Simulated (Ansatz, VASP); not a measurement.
## WS in VASP and in Ansatz

File INCAR:

```
  PREC = Accurate
  ENCUT = 520
  EDIFF = 1E-6
  ISMEAR = 0
  SIGMA = 0.1
  LREAL = F
  LASPH = T
  NELM = 150
  ALGO = Normal
  ISIF = 2
  LWAVE = F
  LCHARG = F
  ISPIN = 2
  MAGMOM = 0.5 0
  LORBIT = 11
  LMAXMIX = 4
  LDAU = T
  LDAUTYPE = 2
  LDAUL = 2 -1
  LDAUU = 6.2 0
  LDAUJ = 0 0
  LDAUPRINT = 1
  GGA = PE
  NBANDS = 21
```

The input KPOINTS:

```
regular mesh
0
Gamma
  12 12 12
```

File POSCAR:

```
WS
1.0
    0.0000000000      2.9747375280      2.9747375280
    2.9747375280      0.0000000000      2.9747375280
    2.9747375280      2.9747375280      0.0000000000
W S
1 1
Direct
    0.0000000000      0.0000000000      0.0000000000
    0.2500000000      0.2500000000      0.2500000000
```

Input for Ansatz:

```yaml
crystal:
  lattice:
    - [0.0, 2.974737528, 2.974737528]
    - [2.974737528, 0.0, 2.974737528]
    - [2.974737528, 2.974737528, 0.0]
  atoms:
    - { symbol: W, position: [0.0, 0.0, 0.0], spin: 0.5 }
    - { symbol: S, position: [0.25, 0.25, 0.25] }
basis:
  ecutwfc: 420
kpoints:
  mp_grid: { grid: [12, 12, 12] }
hamiltonian:
  xc: pbe
  hubbard: { sites: [{ species: W, l: d, u_eff: 6.2 }] }
scf:
  occupations: { method: gaussian, width: 0.1 }
output:
  forces: true
  stress: true
  eigenvalues: true
  populations: true
magnetization:
  spin_polarized: true
```

Alike in both runs: task single point; functional PBE; k mesh 12 × 12 × 12; occupations gaussian, width 0.1 eV; collinear spin; Hubbard terms W d U = 6.2 eV.

```csv
,VASP,Ansatz
version,VASP 6.6.1,Ansatz 0.2.0
potentials or method,"VASP PAW PBE potentials, release 64 (W_sv, S), cutoff 520 eV","scalar-relativistic, plane waves, PAW"
valence electrons in the cell,20,20
```

|  | VASP | Ansatz | Ansatz less VASP |
| --- | --- | --- | --- |
| gap on the k mesh at the Fermi level (eV) | none | none | - |
| pressure (GPa) | -1.9 | 0.0 | +1.84 |
| net moment per atom (μB) | 2.00 | 2.00 | -0.001 |
| size of the moment on the site where the two differ most (μB) | 3.19 | 2.73 | -0.458 |

Site moments also hang on the region over which each program counts them. The programs project onto different local orbitals, so the same U acts differently, and such runs can settle in different states. A gap of «none» marks a metal or a gap that the smearing closes. Ansatz's warnings: filled band counts differ across k points.

Neither program's run includes spin-orbit coupling.
